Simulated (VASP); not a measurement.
# B (Fm-3m) in VASP: a series of runs

Runs on B. Level: revPBE. Tasks: single point.

Everything below comes from runs of VASP 6.6.1. Logs are shortened: lines on timing, memory, paths and dates and some standing lists are left out, and cuts for length are marked.

### 1 The cell of the first run

The structure is cubic, space group Fm-3m (No. 225). The conventional cell has a = 2.878 Å, b = 2.878 Å, c = 2.878 Å, α = 90.00°, β = 90.00°, γ = 90.00°. Within 2.7 Å of B (site symmetry m-3m) lie 12 B at 2.04 Å.

### 2 Single point, revPBE

INCAR

```
ALGO = Normal ; EDIFF = 1E-7
ENCUT = 520 ; GGA = RE
ISIF = 2 ; ISMEAR = -1
LASPH = T ; LCHARG = F
LREAL = F ; LWAVE = F
NBANDS = 8 ; NELM = 80
PREC = Accurate ; SIGMA = 0.1
```

KPOINTS

```
k-points
0
Gamma
  18 18 18
```

POSCAR

```
B
1.0
    0.0000000000      1.4392189901      1.4392189901
    1.4392189901      0.0000000000      1.4392189901
    1.4392189901      1.4392189901      0.0000000000
B
1
Direct
    0.0000000000      0.0000000000      0.0000000000
```

Potentials or basis: VASP PAW PBE potentials, release 64 (B).

Command:

```bash
cat potpaw_PBE.64/B/POTCAR > POTCAR
mpirun -np 1 vasp_std > vasp.out
```

OUTCAR:

```text
EDIFF = 1E-7
   ENCUT = 520
   GGA = RE
   ISIF = 2
   ISMEAR = -1
   LASPH = T
   LREAL = F
   NELM = 80
   PREC = Accurate

 ion  position               nearest neighbor table
   1  0.000  0.000  0.000-

  LATTYP: Found a face centered cubic cell.
 ALAT       =     2.8784379802

  Lattice vectors:

 A1 = (   0.0000000000,   1.4392189901,   1.4392189901)
 A2 = (   1.4392189901,   0.0000000000,   1.4392189901)
 A3 = (   1.4392189901,   1.4392189901,   0.0000000000)

Analysis of symmetry for initial positions (statically):
=====================================================================
 Subroutine PRICEL returns:
 Original cell was already a primitive cell.

 Routine SETGRP: Setting up the symmetry group for a
 face centered cubic supercell.

 Subroutine GETGRP returns: Found 48 space group operations
 (whereof 48 operations were pure point group operations)
 out of a pool of 48 trial point group operations.

The static configuration has the point symmetry O_h .

Analysis of symmetry for dynamics (positions and initial velocities):
=====================================================================
 Subroutine PRICEL returns:
 Original cell was already a primitive cell.

 Routine SETGRP: Setting up the symmetry group for a
 face centered cubic supercell.

 Subroutine GETGRP returns: Found 48 space group operations
 (whereof 48 operations were pure point group operations)
 out of a pool of 48 trial point group operations.

The dynamic configuration has the point symmetry O_h .

 Subroutine INISYM returns: Found 48 space group operations
 (whereof 48 operations are pure point group operations),
 and found     1 'primitive' translations

----------------------------------------------------------------------------------------

                                     Primitive cell

  volume of cell :       5.9623

  direct lattice vectors                    reciprocal lattice vectors
     0.000000000  1.439218990  1.439218990    -0.347410647  0.347410647  0.347410647
     1.439218990  0.000000000  1.439218990     0.347410647 -0.347410647  0.347410647
     1.439218990  1.439218990  0.000000000     0.347410647  0.347410647 -0.347410647

  length of vectors
     2.035363015  2.035363015  2.035363015     0.601732891  0.601732891  0.601732891

  position of ions in fractional coordinates (direct lattice)
     0.000000000  0.000000000  0.000000000

  ion indices of the primitive-cell ions
   primitive index   ion index
                 1           1

----------------------------------------------------------------------------------------

 KPOINTS: k-points

Automatic generation of k-mesh.
 Grid dimensions read from file:
 generate k-points for:   18   18   18

 Generating k-lattice:

  Cartesian coordinates                     Fractional coordinates (reciprocal lattice)
    -0.019300591  0.019300591  0.019300591     0.055555556  0.000000000  0.000000000
     0.019300591 -0.019300591  0.019300591     0.000000000  0.055555556  0.000000000
     0.019300591  0.019300591 -0.019300591     0.000000000  0.000000000  0.055555556

  Length of vectors
     0.033429605  0.033429605  0.033429605

  Shift w.r.t. Gamma in fractional coordinates (k-lattice)
     0.000000000  0.000000000  0.000000000

 Subroutine IBZKPT returns following result:
 ===========================================

 Found    195 irreducible k-points:

 Following reciprocal coordinates:
            Coordinates               Weight
  0.000000  0.000000  0.000000      1.000000
  0.055556  0.000000  0.000000      8.000000
  0.111111  0.000000  0.000000      8.000000
  0.166667  0.000000  0.000000      8.000000
  0.222222  0.000000  0.000000      8.000000
  0.277778  0.000000  0.000000      8.000000
[... 16 lines left out ...]
 -0.277778  0.055556  0.000000     24.000000
 -0.222222  0.055556  0.000000     24.000000
 [... further k-points ...]
   k-points           NKPTS =    195   k-points in BZ     NKDIM =    195   number of bands    NBANDS=      8
   number of dos      NEDOS =    301   number of ions     NIONS =      1
   total plane-waves  NPLWV =   4096
   dimension x,y,z NGX =    16 NGY =   16 NGZ =   16
   dimension x,y,z NGXF=    32 NGYF=   32 NGZF=   32
   ions per type =               1
   NGX,Y,Z   is equivalent  to a cutoff of  13.07, 13.07, 13.07 a.u.
   NGXF,Y,Z  is equivalent  to a cutoff of  26.14, 26.14, 26.14 a.u.
 SYSTEM =  unknown system
   PREC   = accura    normal or accurate (medium, high low for compatibility)
   ISTART =      0    job   : 0-new  1-cont  2-samecut
   ICHARG =      2    charge: 1-file 2-atom 10-const
   ISPIN  =      1    spin polarized calculation?
   LNONCOLLINEAR =      F non collinear calculations
   LSORBIT =      F    spin-orbit coupling
   LASPH  =      T    aspherical Exc in radial PAW
   ENCUT  =  520.0 eV  38.22 Ry    6.18 a.u.   3.78  3.78  3.78*2*pi/ulx,y,z
   NELM   =     80;   NELMIN=  2; NELMDL= -5     # of ELM steps
   EDIFF  = 0.1E-06   stopping-criterion for ELM
   LREAL  =      F    real-space projection
   EDIFFG = 0.1E-05   stopping-criterion for IOM
   NSW    =      0    number of steps for IOM
   IBRION =     -1    ionic relax: 0-MD 1-quasi-New 2-CG
   NFREE  =      0    steps in history (QN), initial steepest desc. (CG)
   ISIF   =      2    stress and relaxation
   ISYM   =      2    0-nonsym 1-usesym 2-fastsym
   POTIM  = 0.5000    time-step for ionic-motion
   TEBEG  =    0.0;   TEEND  =   0.0 temperature during run
   PSTRESS=    0.0 pullay stress
   NELECT =       3.0000    total number of electrons
   NUPDOWN=      -1.0000    fix difference up-down
   EMIN   =  10.00;   EMAX   =-10.00  energy-range for DOS
   EFERMI =   0.00;   METHOD = LEGACY
   ISMEAR =    -1;   SIGMA  =   0.10  broadening in eV -4-tet -1-fermi 0-gaus
   EFERMI_NEDOS =   21; number of points for ismear=-14 and -15
   IALGO  =     38    algorithm
   IMIX   =      4    mixing-type and parameters
     AMIX     =   0.40;   BMIX     =  1.00
     AMIX_MAG =   1.60;   BMIX_MAG =  1.00
  volume/ion in A,a.u.               =       5.96        40.24
  Fermi-wavevector in a.u.,A,eV,Ry     =   1.302102  2.460616 23.068268  1.695470
  Thomas-Fermi vector in A             =   2.433192
   LORBIT       =      0    0 simple, 1 ext, 2 COOP (PROOUT), +10 PAW based schemes
   GGA     = RE    functional components
   LHFCALC =     F    Hartree Fock is set to
   AEXX    =    0.0000 exact exchange contribution
   IVDW    =     0    specifies the selected vdW correction
   LEPSILON=     F    determine dielectric tensor
   LRPA    =     F    only Hartree local field effects (RPA)
 non-spin polarized calculation
  energy-cutoff  :      520.00
  volume of cell :        5.96
 maximum number of plane-waves:       169
   NGX =  7   NGY =  7   NGZ =  7

 number of electron       3.0000000 magnetization

 Free energy of the ion-electron system (eV)
  ---------------------------------------------------
  ext. energy  EPLUGINS =         0.00000000
  ---------------------------------------------------
  free energy    TOTEN  =        -5.12682596 eV

  energy without entropy =       -5.11867102  energy(sigma->0) =       -5.12274849

 E-fermi :  10.5068     XC(G=0): -12.9703

 val. band max:       10.4832559934   @ k =  -0.3889   0.4444   0.1111
 cond. band min:      10.5367522969   @ k =  -0.3333   0.5000   0.1667
 fundamental gap:      0.0534963035
 Fermi energy:        10.5067762619

 k-point     1 :       0.0000    0.0000    0.0000
  band No.  band energies     occupation
      1      -8.6049      2.00000
      2      26.4588      0.00000
      3      26.4588      0.00000
      4      26.4588      0.00000
      5      42.6681      0.00000
      6      42.6681      0.00000
      7      42.6681      0.00000
      8      46.4092      0.00000

 k-point     2 :       0.0556    0.0000    0.0000
  band No.  band energies     occupation
      1      -8.4703      2.00000
      2      25.7875      0.00000
      3      26.3193      0.00000
      4      26.3193      0.00000
      5      41.2630      0.00000
      6      42.9771      0.00000
      7      42.9771      0.00000
      8      48.7380      0.00000

 k-point     3 :       0.1111    0.0000    0.0000
  band No.  band energies     occupation
      1      -8.0669      2.00000
      2      23.8845      0.00000
      3      25.9466      0.00000
      4      25.9466      0.00000
      5      39.9313      0.00000
      6      43.7374      0.00000
      7      43.7374      0.00000
      8      50.5269      0.00000

 k-point     4 :       0.1667    0.0000    0.0000
  band No.  band energies     occupation
      1      -7.3953      2.00000
      2      21.1184      0.00000
      3      25.4440      0.00000
      4      25.4440      0.00000
      5      39.5527      0.00000
      6      44.3204      0.00000
      7      44.3204      0.00000
      8      48.5077      0.00000

 k-point     5 :       0.2222    0.0000    0.0000
  band No.  band energies     occupation
      1      -6.4572      2.00000
      2      17.9412      0.00000
      3      24.9136      0.00000
      4      24.9136      0.00000
      5      39.8948      0.00000
      6      43.8406      0.00000
      7      43.8406      0.00000
      8      46.6252      0.00000
[... 177 lines left out ...]
 k-point    22 :      -0.3333    0.0556    0.0000
  band No.  band energies     occupation
      1      -3.1541      2.00000
      2      10.5875      0.61714
      3      22.8082      0.00000
      4      24.3278      0.00000
      5      39.1278      0.00000
      6      40.7886      0.00000
      7      42.4120      0.00000
      8      46.2485      0.00000

 k-point    23 :      -0.2778    0.0556    0.0000
  band No.  band energies     occupation
      1      -4.6807      2.00000
      2      13.6804      0.00000
      3      23.0252      0.00000
      4      24.8730      0.00000
      5      40.1168      0.00000
      6      41.6159      0.00000
      7      41.8215      0.00000
      8      47.2462      0.00000

 k-point    24 :      -0.2222    0.0556    0.0000
  band No.  band energies     occupation
      1      -5.9661      2.00000
      2      16.9151      0.00000
      3      23.4083      0.00000
      4      25.4330      0.00000
      5      39.8128      0.00000
      6      42.5325      0.00000
      7      43.0967      0.00000
      8      48.2046      0.00000

 [... further k-points ...]

------------------------ aborting loop because EDIFF is reached ----------------------------------------

  FORCE on cell =-STRESS in cart. coord.  units (eV):
  Direction    XX          YY          ZZ          XY          YZ          ZX
  --------------------------------------------------------------------------------------
  -------------------------------------------------------------------------------------
  Total       -0.0057758     -0.0057758     -0.0057758      0.0000000      0.0000000     -0.0000000
  in kB       -1.5520808     -1.5520808     -1.5520808      0.0000000      0.0000000     -0.0000000
  external PRESSURE =      -1.5520808 kB  Pullay stress =       0.0000000 kB

 VOLUME and BASIS-vectors are now :
 -----------------------------------------------------------------------------
  energy-cutoff  :      520.00
  volume of cell :        5.96
      direct lattice vectors                 reciprocal lattice vectors
     0.000000000  1.439218990  1.439218990    -0.347410647  0.347410647  0.347410647
     1.439218990  0.000000000  1.439218990     0.347410647 -0.347410647  0.347410647
     1.439218990  1.439218990  0.000000000     0.347410647  0.347410647 -0.347410647

 POSITION                                       TOTAL-FORCE (eV/Angst)
 -----------------------------------------------------------------------------------
      0.00000      0.00000      0.00000         0.000000      0.000000      0.000000
 -----------------------------------------------------------------------------------
    total drift:                                0.000000     -0.000000     -0.000000

  FREE ENERGIE OF THE ION-ELECTRON SYSTEM (eV)
  ---------------------------------------------------
  free  energy   TOTEN  =        -5.1268259616 eV

  energy  without entropy=       -5.1186710249  energy(sigma->0) =       -5.12274849
```

Wall time 2.6 s (1 thread of Intel Xeon 6975P-C, shared host); peak memory 0.11 GiB.

Results:

```yaml
Free_energy: -5.1268 eV
Pressure: -0.2 GPa
```

Levels at points of the mesh, in eV from the Fermi level:
```
           k point  band 1  band 2  band 3  band 4
(0.00, 0.00, 0.00)  -19.11   15.95   15.95   15.95
(0.50, 0.00, 0.00)   -9.92   -5.70   13.01   13.01
(0.50, 0.50, 0.00)   -7.14   -0.35    6.09    6.09
```

Caveat: the PAW data sets were made with another functional, which shifts forces and pressure a little.

### 3 Single point, revPBE (volume scaled by 0.88)

INCAR

```
PREC     = Accurate       # precision mode
ENCUT    = 520            # plane-wave cutoff, eV
EDIFF    = 1E-6           # SCF threshold, eV
ISMEAR   = -1             # smearing method
SIGMA    = 0.1            # smearing width, eV
LREAL    = False          # projectors in reciprocal space
LASPH    = True           # aspherical terms in the spheres
NELM     = 80             # most SCF steps
ALGO     = Normal         # electronic algorithm
ISIF     = 2              # what is computed and relaxed
LWAVE    = False          # write WAVECAR
LCHARG   = False          # write CHGCAR
GGA      = RE             # functional
NBANDS   = 8              # bands
```

KPOINTS

```
regular mesh
0
Gamma
  21 21 21
```

POSCAR

```
B
1.0
    0.0000000000      1.3791804895      1.3791804895
    1.3791804895      0.0000000000      1.3791804895
    1.3791804895      1.3791804895      0.0000000000
B
1
Direct
    0.0000000000      0.0000000000      0.0000000000
```

Potentials or basis: VASP PAW PBE potentials, release 64 (B).

Command:

```bash
cat potpaw_PBE.64/B/POTCAR > POTCAR
mpirun -np 1 vasp_std > vasp.out
```

Run time: 3.7 s. Hardware: 1 thread of Intel Xeon 6975P-C, shared host; peak memory 0.11 GiB.

It converged, with:

```
Free energy : -5.0392 eV
Pressure    : 43.0 GPa
```

Levels at points of the mesh, in eV from the Fermi level:
```csv
k point,band 1,band 2,band 3,band 4,band 5
"(0.00, 0.00, 0.00)",-20.70,17.88,17.88,17.88,34.57
```

Caveat: the PAW data sets were made with another functional, which shifts forces and pressure a little.

### 4 Single point, revPBE (volume scaled by 0.92)

INCAR

```
SYSTEM = B
ALGO = Normal
EDIFF = 1E-7
ENCUT = 520
GGA = RE
ISIF = 2
ISMEAR = -1
LASPH = .True.
LCHARG = .False.
LREAL = .False.
LWAVE = .False.
NBANDS = 8
NELM = 60
PREC = Accurate
SIGMA = 0.1
```

KPOINTS

```
k-points
0
Gamma
  21 21 21
  0 0 0
```

POSCAR

```
B
1.0
    0.0000000000      1.3997683082      1.3997683082
    1.3997683082      0.0000000000      1.3997683082
    1.3997683082      1.3997683082      0.0000000000
B
1
Direct
    0.0000000000      0.0000000000      0.0000000000
```

Command:

```bash
cat potpaw_PBE.64/B/POTCAR > POTCAR
mpirun -np 1 vasp_std > vasp.out
```

Run time: 4.2 s. Hardware: 1 thread of Intel Xeon 6975P-C, shared host; peak memory 0.11 GiB.

The run converged. Its results:

| Quantity | Value |
| --- | --- |
| Free energy | -5.0903 eV |
| Pressure | 25.8 GPa |

Levels at points of the mesh, in eV from the Fermi level:
| k point | band 1 | band 2 | band 3 | band 4 | band 5 |
| --- | --- | --- | --- | --- | --- |
| (0.00, 0.00, 0.00) | -20.15 | 17.18 | 17.18 | 17.18 | 33.70 |

Caveat: the PAW data sets were made with another functional, which shifts forces and pressure a little.

### 5 Single point, revPBE (volume scaled by 0.96)

INCAR

```
SYSTEM = B
PREC = Accurate
ENCUT = 520
EDIFF = 1E-6
ISMEAR = -1
SIGMA = 0.1
LREAL = .FALSE.
LASPH = .TRUE.
NELM = 100
ALGO = Normal
ISIF = 2
LWAVE = .FALSE.
LCHARG = .TRUE.
GGA = RE
LELF = .TRUE.
LVHAR = .TRUE.
NBANDS = 8
```

KPOINTS

```
Automatic mesh
0
G
  21 21 21
  0 0 0
```

POSCAR

```
B
1.0
    0.0000000000      1.4197677004      1.4197677004
    1.4197677004      0.0000000000      1.4197677004
    1.4197677004      1.4197677004      0.0000000000
B
1
Direct
    0.0000000000      0.0000000000      0.0000000000
```

Command:

```bash
cat potpaw_PBE.64/B/POTCAR > POTCAR
mpirun -np 1 vasp_std > vasp.out
```

Run time: 4.4 s. Hardware: 1 thread of Intel Xeon 6975P-C, shared host; peak memory 0.12 GiB.

Results (log left out):

```yaml
Free_energy: -5.1181 eV
Pressure: 11.6 GPa
```

Levels at points of the mesh, in eV from the Fermi level:
```csv
k point,band 1,band 2,band 3,band 4
"(0.00, 0.00, 0.00)",-19.62,16.53,16.53,16.53
```

Caveat: the PAW data sets were made with another functional, which shifts forces and pressure a little.

### 6 Overview

| cell | k mesh | gap on the mesh (eV) | pressure (GPa) |
| --- | --- | --- | --- |
| a = 2.035 Å, angles 60.0°, 1 atom | 18 × 18 × 18 | none | -0.2 |
| a = 1.950 Å, angles 60.0°, 1 atom | 21 × 21 × 21 | none | 43.0 |
| a = 1.980 Å, angles 60.0°, 1 atom | 21 × 21 × 21 | none | 25.8 |
| a = 2.008 Å, angles 60.0°, 1 atom | 21 × 21 × 21 | none | 11.6 |

Alike in all rows: task single point; level revPBE; potentials or basis VASP PAW PBE potentials, release 64 (B); no spin polarisation; cutoff (eV) 520; smearing fermi-dirac 0.1 eV.

Caveats: the PAW data sets were made with another functional, which shifts forces and pressure a little.

Total energies depend on the potentials used, so only differences within one code and one set of settings carry meaning.
